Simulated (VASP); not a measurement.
A run of VASP 6.6.1 is set up as follows.

Contents of INCAR:

```
SYSTEM = CaZn5
  PREC = Accurate
  ENCUT = 500
  EDIFF = 1E-6
  ISMEAR = 1
  SIGMA = 0.15
  LREAL = .FALSE.
  LASPH = .TRUE.
  NELM = 120
  ALGO = Normal
  ISIF = 2
  LWAVE = .FALSE.
  LCHARG = .FALSE.
  GGA = CA
  NBANDS = 44
  GGA_COMPAT = .FALSE.
```

The input KPOINTS:

```
regular mesh
0
G
  2 2 2
  0 0 0
```

The input POSCAR:

```
CaZn5
1.0
    5.3070200000      0.0000000000      0.0000000000
   -2.6535100000      4.5960100000      0.0000000000
    0.0000000000      0.0000000000      4.1944500000
Ca Zn
1 5
Direct
    0.0000000000      0.0000000000      0.0000000000
    0.5000000000      0.0000000000      0.5000000000
    0.5000000000      0.5000000000      0.5000000000
    0.0000000000      0.5000000000      0.5000000000
    0.3333333333      0.6666666667      0.0000000000
    0.6666666667      0.3333333333      0.0000000000
```

Potentials or basis: VASP PAW LDA potentials, release 64 (Ca_sv, Zn).

Command:

```sh
$ cat potpaw_LDA.64/Ca_sv/POTCAR potpaw_LDA.64/Zn/POTCAR > POTCAR
$ mpirun -np 1 vasp_std > vasp.out
```

Q: What does it give for the pressure?

A: -6.1 GPa.

Q: Predict the band gap on the k mesh.

A: Zero (bands 35 and 36 overlap by 2.00 eV).

Stress tensor (GPa, compression positive):
```
 -2.81   0.00   0.00
  0.00  -2.81   0.00
  0.00   0.00 -12.81
```

Caveat: the k points lie up to 0.75 Å⁻¹ apart, too coarse for converged energies and pressures of a metal.
